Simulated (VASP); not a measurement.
# V in VASP: further runs

V is run at these levels: PBEsol; tasks: single point.

Program: VASP 6.6.1. These are calculated values, not measurements. Logs are shortened: lines on timing, memory, paths and dates and some standing lists are left out, and cuts for length are marked.

## 1. The cell of the first run

The cell holds a slab with vacuum, 7 atoms: a = 2.958 Å, b = 2.562 Å, c = 28.551 Å, α = 90.00°, β = 90.00°, γ = 54.74°.

## 2. Single point, PBEsol

Contents of INCAR:

```
  ALGO = Normal
  DIPOL = 0.5 0.5 0.500
  EDIFF = 1E-6
  ENCUT = 520
  GGA = PS
  IDIPOL = 3
  ISIF = 2
  ISMEAR = 1
  LASPH = T
  LCHARG = F
  LDIPOL = T
  LREAL = F
  LWAVE = F
  NBANDS = 54
  NELM = 60
  PREC = Accurate
  SIGMA = 0.1
```

Contents of KPOINTS:

```
k-points
0
Gamma
  16 16 1
```

Contents of POSCAR:

```
V
1.0
    2.9582124030      0.0000000000      0.0000000000
    1.4791062010      2.0917720500      0.0000000000
    0.0000000000      0.0000000000     28.5506323010
V
7
Direct
    0.0000000000      0.0000000000      0.2802039519
    0.5000000000      0.0000000000      0.3534693013
    0.0000000000      0.0000000000      0.4267346506
    0.5000000000      0.0000000000      0.5000000000
    0.0000000000      0.0000000000      0.5732653494
    0.5000000000      0.0000000000      0.6465306987
    0.0000000000      0.0000000000      0.7197960481
```

Potentials or basis: VASP PAW PBE potentials, release 64 (V_sv).

On the command line:

```
> cat potpaw_PBE.64/V_sv/POTCAR > POTCAR
> mpirun -np 1 vasp_std > vasp.out
```

OUTCAR:

```text
EDIFF = 1E-6
   ENCUT = 520
   GGA = PS
   ISIF = 2
   ISMEAR = 1
   LASPH = T
   LREAL = F
   NELM = 60
   PREC = Accurate

 ion  position               nearest neighbor table
   1  0.000  0.000  0.280-   2 2.56   2 2.56
   2  0.500  0.000  0.353-   3 2.56   3 2.56   1 2.56   1 2.56
   3  0.000  0.000  0.427-   2 2.56   2 2.56   4 2.56   4 2.56
   4  0.500  0.000  0.500-   3 2.56   5 2.56   3 2.56   5 2.56
   5  0.000  0.000  0.573-   6 2.56   6 2.56   4 2.56   4 2.56
   6  0.500  0.000  0.647-   5 2.56   5 2.56   7 2.56   7 2.56
   7  0.000  0.000  0.720-   6 2.56   6 2.56

  LATTYP: Found a base centered orthorhombic cell.
 ALAT       =     2.9582124030
 B/A-ratio  =     1.4142135621
 C/A-ratio  =     9.6513124859

  Lattice vectors:

 A1 = (   1.4791062020,  -2.0917720500,   0.0000000000)
 A2 = (   1.4791062010,   2.0917720500,   0.0000000000)
 A3 = (   0.0000000000,   0.0000000000,  28.5506323010)

Analysis of symmetry for initial positions (statically):
=====================================================================
 Subroutine PRICEL returns:
 Original cell was already a primitive cell.

 Routine SETGRP: Setting up the symmetry group for a
 base centered orthorhombic supercell.

 Subroutine GETGRP returns: Found  8 space group operations
 (whereof  8 operations were pure point group operations)
 out of a pool of  8 trial point group operations.

The static configuration has the point symmetry D_2h.

Analysis of symmetry for dynamics (positions and initial velocities):
=====================================================================
 Subroutine PRICEL returns:
 Original cell was already a primitive cell.

 Routine SETGRP: Setting up the symmetry group for a
 base centered orthorhombic supercell.

 Subroutine GETGRP returns: Found  8 space group operations
 (whereof  8 operations were pure point group operations)
 out of a pool of  8 trial point group operations.

The dynamic configuration has the point symmetry D_2h.

 Subroutine INISYM returns: Found  8 space group operations
 (whereof  8 operations are pure point group operations),
 and found     1 'primitive' translations

----------------------------------------------------------------------------------------

                                     Primitive cell

  volume of cell :     176.6686

  direct lattice vectors                    reciprocal lattice vectors
     2.958212403  0.000000000  0.000000000     0.338041987 -0.239031782  0.000000000
     1.479106201  2.091772050  0.000000000     0.000000000  0.478063563  0.000000000
     0.000000000  0.000000000 28.550632301     0.000000000  0.000000000  0.035025494

  length of vectors
     2.958212403  2.561887090 28.550632301     0.414015190  0.478063563  0.035025494

  position of ions in fractional coordinates (direct lattice)
     0.000000000  0.000000000  0.280203952
     0.500000000  0.000000000  0.353469301
     0.000000000  0.000000000  0.426734651
     0.500000000  0.000000000  0.500000000
     0.000000000  0.000000000  0.573265349
     0.500000000  0.000000000  0.646530699
     0.000000000  0.000000000  0.719796048

  ion indices of the primitive-cell ions
   primitive index   ion index
                 1           1
                 2           2
                 3           3
                 4           4
                 5           5
                 6           6
                 7           7

----------------------------------------------------------------------------------------

 KPOINTS: k-points

Automatic generation of k-mesh.
 Grid dimensions read from file:
 generate k-points for:   16   16    1

 Generating k-lattice:

  Cartesian coordinates                     Fractional coordinates (reciprocal lattice)
     0.021127624 -0.014939486  0.000000000     0.062500000  0.000000000  0.000000000
     0.000000000  0.029878973  0.000000000     0.000000000  0.062500000  0.000000000
     0.000000000  0.000000000  0.035025494     0.000000000  0.000000000  1.000000000

  Length of vectors
     0.025875949  0.029878973  0.035025494

  Shift w.r.t. Gamma in fractional coordinates (k-lattice)
     0.000000000  0.000000000  0.000000000

 Subroutine IBZKPT returns following result:
 ===========================================

 Found     73 irreducible k-points:

 Following reciprocal coordinates:
            Coordinates               Weight
  0.000000  0.000000  0.000000      1.000000
  0.062500  0.000000  0.000000      4.000000
  0.125000  0.000000  0.000000      4.000000
  0.187500  0.000000  0.000000      4.000000
  0.250000  0.000000  0.000000      4.000000
  0.312500  0.000000  0.000000      4.000000
[... 16 lines left out ...]
 -0.125000  0.062500  0.000000      4.000000
 -0.062500  0.062500  0.000000      4.000000
 [... further k-points ...]
   k-points           NKPTS =     73   k-points in BZ     NKDIM =     73   number of bands    NBANDS=     54
   number of dos      NEDOS =    301   number of ions     NIONS =      7
   total plane-waves  NPLWV = 103680
   dimension x,y,z NGX =    24 NGY =   20 NGZ =  216
   dimension x,y,z NGXF=    48 NGYF=   40 NGZF=  432
   ions per type =               7
   NGX,Y,Z   is equivalent  to a cutoff of  13.49, 12.98, 12.58 a.u.
   NGXF,Y,Z  is equivalent  to a cutoff of  26.98, 25.96, 25.15 a.u.
 SYSTEM =  unknown system
   PREC   = accura    normal or accurate (medium, high low for compatibility)
   ISTART =      0    job   : 0-new  1-cont  2-samecut
   ICHARG =      2    charge: 1-file 2-atom 10-const
   ISPIN  =      1    spin polarized calculation?
   LNONCOLLINEAR =      F non collinear calculations
   LSORBIT =      F    spin-orbit coupling
   LASPH  =      T    aspherical Exc in radial PAW
   ENCUT  =  520.0 eV  38.22 Ry    6.18 a.u.   5.50  4.76 53.09*2*pi/ulx,y,z
   NELM   =     60;   NELMIN=  2; NELMDL= -5     # of ELM steps
   EDIFF  = 0.1E-05   stopping-criterion for ELM
   LREAL  =      F    real-space projection
   EDIFFG = 0.1E-04   stopping-criterion for IOM
   NSW    =      0    number of steps for IOM
   IBRION =     -1    ionic relax: 0-MD 1-quasi-New 2-CG
   NFREE  =      0    steps in history (QN), initial steepest desc. (CG)
   ISIF   =      2    stress and relaxation
   ISYM   =      2    0-nonsym 1-usesym 2-fastsym
   POTIM  = 0.5000    time-step for ionic-motion
   TEBEG  =    0.0;   TEEND  =   0.0 temperature during run
   PSTRESS=    0.0 pullay stress
   NELECT =      91.0000    total number of electrons
   NUPDOWN=      -1.0000    fix difference up-down
   EMIN   =  10.00;   EMAX   =-10.00  energy-range for DOS
   EFERMI =   0.00;   METHOD = LEGACY
   ISMEAR =     1;   SIGMA  =   0.10  broadening in eV -4-tet -1-fermi 0-gaus
   EFERMI_NEDOS =   21; number of points for ismear=-14 and -15
   IALGO  =     38    algorithm
   IMIX   =      4    mixing-type and parameters
     AMIX     =   0.40;   BMIX     =  1.00
     AMIX_MAG =   1.60;   BMIX_MAG =  1.00
  volume/ion in A,a.u.               =      25.24       170.32
  Fermi-wavevector in a.u.,A,eV,Ry     =   1.312307  2.479901 23.431273  1.722150
  Thomas-Fermi vector in A             =   2.442708
   LORBIT       =      0    0 simple, 1 ext, 2 COOP (PROOUT), +10 PAW based schemes
   GGA     = PS    functional components
   LHFCALC =     F    Hartree Fock is set to
   AEXX    =    0.0000 exact exchange contribution
   IVDW    =     0    specifies the selected vdW correction
   LEPSILON=     F    determine dielectric tensor
   LRPA    =     F    only Hartree local field effects (RPA)
 non-spin polarized calculation
 Methfessel and Paxton  Order N= 1 SIGMA  =   0.10
  energy-cutoff  :      520.00
  volume of cell :      176.67
 maximum number of plane-waves:      4828
 NGX is ok and might be reduce to    24
   NGX = 11   NGY =  9   NGZ =107

 number of electron      90.9999988 magnetization

 dipolmoment           0.000000      0.000000      0.000000 electrons x Angstroem

 Free energy of the ion-electron system (eV)
  ---------------------------------------------------
  ext. energy  EPLUGINS =         0.00000000
  ---------------------------------------------------
  free energy    TOTEN  =       -65.32988157 eV

  energy without entropy =      -65.33317153  energy(sigma->0) =      -65.33097823

 E-fermi :   2.9275     XC(G=0):  -7.5864

 val. band max:        2.9250763590   @ k =  -0.0625   0.3750   0.0000
 cond. band min:       2.9276045367   @ k =   0.0625   0.0000   0.0000
 fundamental gap:      0.0025281776
 Fermi energy:         2.9275150315

 k-point     1 :       0.0000    0.0000    0.0000
  band No.  band energies     occupation
      1     -60.6670      2.00000
      2     -60.6669      2.00000
      3     -60.5095      2.00000
      4     -60.4899      2.00000
      5     -60.4248      2.00000
      6     -60.3672      2.00000
[... 46 lines left out ...]
     53       4.4017     -0.00000
     54       4.9724      0.00000

 k-point     2 :       0.0625    0.0000    0.0000
  band No.  band energies     occupation
      1     -60.6619      2.00000
      2     -60.6618      2.00000
      3     -60.5037      2.00000
      4     -60.4850      2.00000
      5     -60.4205      2.00000
      6     -60.3639      2.00000
[... 46 lines left out ...]
     53       4.4013     -0.00000
     54       4.9174     -0.00000

 k-point     3 :       0.1250    0.0000    0.0000
  band No.  band energies     occupation
      1     -60.6473      2.00000
      2     -60.6473      2.00000
      3     -60.4872      2.00000
      4     -60.4710      2.00000
      5     -60.4083      2.00000
      6     -60.3545      2.00000
[... 46 lines left out ...]
     53       4.6090     -0.00000
     54       4.8597     -0.00000
[... 1084 lines left out ...]
 k-point    23 :      -0.1250    0.0625    0.0000
  band No.  band energies     occupation
      1     -60.6266      2.00000
      2     -60.6266      2.00000
      3     -60.4653      2.00000
      4     -60.4505      2.00000
      5     -60.3888      2.00000
      6     -60.3368      2.00000
[... 46 lines left out ...]
     53       4.4222     -0.00000
     54       4.5013     -0.00000

 k-point    24 :      -0.0625    0.0625    0.0000
  band No.  band energies     occupation
      1     -60.6468      2.00000
      2     -60.6467      2.00000
      3     -60.4878      2.00000
      4     -60.4701      2.00000
      5     -60.4064      2.00000
      6     -60.3510      2.00000
[... 46 lines left out ...]
     53       4.3261     -0.00000
     54       4.5140     -0.00000

 [... further k-points ...]

------------------------ aborting loop because EDIFF is reached ----------------------------------------

 vacuum level on the upper side and lower side of the slab       (xc-potential included)        -0.185        -0.185

  FORCE on cell =-STRESS in cart. coord.  units (eV):
  Direction    XX          YY          ZZ          XY          YZ          ZX
  --------------------------------------------------------------------------------------
  -------------------------------------------------------------------------------------
  Total       -2.2922273     -4.1558226     -2.0856988      0.0000000      0.0000000      0.0000000
  in kB      -20.7878138    -37.6884386    -18.9148424      0.0000000      0.0000000      0.0000000
  external PRESSURE =     -25.7970316 kB  Pullay stress =       0.0000000 kB

 VOLUME and BASIS-vectors are now :
 -----------------------------------------------------------------------------
  energy-cutoff  :      520.00
  volume of cell :      176.67
      direct lattice vectors                 reciprocal lattice vectors
     2.958212403  0.000000000  0.000000000     0.338041987 -0.239031782  0.000000000
     1.479106201  2.091772050  0.000000000     0.000000000  0.478063563  0.000000000
     0.000000000  0.000000000 28.550632301     0.000000000  0.000000000  0.035025494

 POSITION                                       TOTAL-FORCE (eV/Angst)
 -----------------------------------------------------------------------------------
      0.00000      0.00000      8.00000        -0.000000      0.000000      0.422384
      1.47911      0.00000     10.09177         0.000000      0.000000     -0.357118
      0.00000      0.00000     12.18354         0.000000      0.000000     -0.060525
      1.47911      0.00000     14.27532         0.000000      0.000000      0.000000
      0.00000      0.00000     16.36709         0.000000     -0.000000      0.060525
      1.47911      0.00000     18.45886        -0.000000      0.000000      0.357118
      0.00000      0.00000     20.55063         0.000000      0.000000     -0.422384
 -----------------------------------------------------------------------------------
    total drift:                                0.000000     -0.000000      0.000000

  FREE ENERGIE OF THE ION-ELECTRON SYSTEM (eV)
  ---------------------------------------------------
  free  energy   TOTEN  =       -65.3298815743 eV

  energy  without entropy=      -65.3331715281  energy(sigma->0) =      -65.33097823

 vacuum level on the upper side and lower side of the slab         7.719         7.719
```

Run time: 31 min. Hardware: 1 thread of Oxide Virtual Turin-like, shared host; peak memory 0.57 GiB.

What came out:

```
Free energy            : -65.3299 eV
Largest force          : 0.422 eV/Å
Band gap on the k mesh : zero (an odd number of electrons rules out a gap without spin polarisation)
```

Forces on the atoms (eV/Å):
```
V    0.000  0.000  0.422
V    0.000  0.000 -0.357
V    0.000  0.000 -0.061
V    0.000  0.000  0.000
V    0.000  0.000  0.061
V    0.000  0.000  0.357
V    0.000  0.000 -0.422
```

Levels at points of the mesh, in eV from the Fermi level:
```tsv
k point	band 41	band 42	band 43	band 44	band 45	band 46	band 47	band 48	band 49	band 50
(0.00, 0.00, 0.00)	-0.37	-0.22	0.08	0.08	0.20	0.28	0.32	0.37	0.52	0.83
(0.50, 0.00, 0.00)	-1.15	-1.13	-0.37	-0.21	0.15	0.53	1.02	1.37	1.83	2.21
(0.00, 0.50, 0.00)	-0.71	-0.66	-0.06	0.39	0.80	1.58	1.62	1.72	1.79	1.93
```

Caveat: the PAW data sets were made with another functional, which shifts forces and pressure a little.

## 3. Single point, PBEsol

Contents of INCAR:

```
PREC = Accurate ; ENCUT = 520
EDIFF = 1E-7 ; ISMEAR = 1
SIGMA = 0.1 ; LREAL = False
LASPH = True ; NELM = 80
ALGO = Normal ; ISIF = 2
LWAVE = False ; LCHARG = True
LDIPOL = True ; IDIPOL = 3
DIPOL = 0.5 0.5 0.500 ; GGA = PS
LELF = True ; LVHAR = True
LVACPOTAV = True ; NBANDS = 54
```

Contents of KPOINTS:

```
Automatic mesh
0
Gamma
  16 16 1
```

Contents of POSCAR:

```
V
1.0
    2.9582124030      0.0000000004      0.0000000000
    1.4791062012      2.0917720502      0.0000000000
    0.0000000000      0.0000000000     28.5506323010
V
7
Direct
    0.0000000000      0.0000000000      0.2846752324
    0.5000000000      0.0000000000      0.3536256719
    0.0000000000      0.0000000000      0.4271221468
    0.5000000000      0.0000000000      0.4999999980
    0.0000000000      0.0000000000      0.5728778479
    0.5000000000      0.0000000000      0.6463743280
    0.0000000000      0.0000000000      0.7153247750
```

Potentials or basis: VASP PAW PBE potentials, release 64 (V_sv).

On the command line:

```
> cat potpaw_PBE.64/V_sv/POTCAR > POTCAR
> mpirun -np 1 vasp_std > vasp.out
```

OUTCAR:

```text
PREC = Accurate
   ENCUT = 520
   EDIFF = 1E-7
   ISMEAR = 1
   LREAL = False
   LASPH = True
   NELM = 80
   ISIF = 2
   GGA = PS

 ion  position               nearest neighbor table
   1  0.000  0.000  0.285-   2 2.46   2 2.46   2 2.87   2 2.87
   2  0.500  0.000  0.354-   1 2.46   1 2.46   3 2.57   3 2.57   1 2.87   1 2.87
   3  0.000  0.000  0.427-   4 2.55   4 2.55   2 2.57   2 2.57
   4  0.500  0.000  0.500-   5 2.55   5 2.55   3 2.55   3 2.55
   5  0.000  0.000  0.573-   4 2.55   4 2.55   6 2.57   6 2.57
   6  0.500  0.000  0.646-   7 2.46   7 2.46   5 2.57   5 2.57   7 2.87   7 2.87
   7  0.000  0.000  0.715-   6 2.46   6 2.46   6 2.87   6 2.87

  LATTYP: Found a base centered orthorhombic cell.
 ALAT       =     2.9582124030
[... 1583 lines left out ...]
  external PRESSURE =      -6.0158468 kB  Pullay stress =       0.0000000 kB

 VOLUME and BASIS-vectors are now :
 -----------------------------------------------------------------------------
  energy-cutoff  :      520.00
  volume of cell :      176.67
      direct lattice vectors                 reciprocal lattice vectors
     2.958212403  0.000000000  0.000000000     0.338041987 -0.239031782  0.000000000
     1.479106201  2.091772050  0.000000000    -0.000000000  0.478063563  0.000000000
     0.000000000  0.000000000 28.550632301     0.000000000  0.000000000  0.035025494

 POSITION                                       TOTAL-FORCE (eV/Angst)
 -----------------------------------------------------------------------------------
      0.00000      0.00000      8.12766         0.000000      0.000000     -0.016271
      1.47911      0.00000     10.09624         0.000000      0.000000      0.005542
      0.00000      0.00000     12.19461         0.000000      0.000000      0.000241
      1.47911      0.00000     14.27532         0.000000      0.000000      0.000000
      0.00000      0.00000     16.35602         0.000000      0.000000     -0.000241
      1.47911      0.00000     18.45440        -0.000000     -0.000000     -0.005542
      0.00000      0.00000     20.42297         0.000000      0.000000      0.016271
 -----------------------------------------------------------------------------------
    total drift:                                0.000000      0.000000      0.000005

  FREE ENERGIE OF THE ION-ELECTRON SYSTEM (eV)
  ---------------------------------------------------
  free  energy   TOTEN  =       -65.3847848404 eV

  energy  without entropy=      -65.3886771044  energy(sigma->0) =      -65.38608226

 vacuum level on the upper side and lower side of the slab         7.812         7.812
```

OSZICAR:

```text
N       E                     dE             d eps       ncg     rms          rms(c)
DAV:   1     0.150156493939E+04    0.15016E+04   -0.57708E+04  8580   0.176E+03
DAV:   2     0.277885284227E+01   -0.14988E+04   -0.14773E+04  7884   0.625E+02
DAV:   3    -0.763923172858E+02   -0.79171E+02   -0.76861E+02 10874   0.165E+02
[... 26 lines left out ...]
DAV:  30    -0.653847820621E+02   -0.11206E-04   -0.13497E-06  6378   0.341E-03    0.815E-04
DAV:  31    -0.653847843150E+02   -0.22529E-05   -0.26861E-07  5720   0.139E-03    0.362E-04
DAV:  32    -0.653847846467E+02   -0.33169E-06   -0.18432E-08  5360   0.462E-04    0.360E-04
DAV:  33    -0.653847847987E+02   -0.15205E-06   -0.93054E-09  5214   0.379E-04    0.190E-04
DAV:  34    -0.653847848404E+02   -0.41702E-07   -0.39013E-09  5034   0.283E-04
   1 F= -.65384785E+02 E0= -.65386082E+02  d E =0.389226E-02
```

Run time: 39 min. Hardware: 1 thread of Oxide Virtual Turin-like, shared host; peak memory 0.57 GiB.

What came out:

| Item | Value |
| --- | --- |
| Free energy | -65.3848 eV |
| Largest force | 0.016 eV/Å |
| Band gap on the k mesh | zero (an odd number of electrons rules out a gap without spin polarisation) |

Forces in eV/Å, atoms in the order of the input:
```
V    0.000  0.000 -0.016
V    0.000  0.000  0.006
V    0.000  0.000  0.000
V    0.000  0.000  0.000
V    0.000  0.000  0.000
V    0.000  0.000 -0.006
V    0.000  0.000  0.016
```

Caveat: the PAW data sets were made with another functional, which shifts forces and pressure a little.
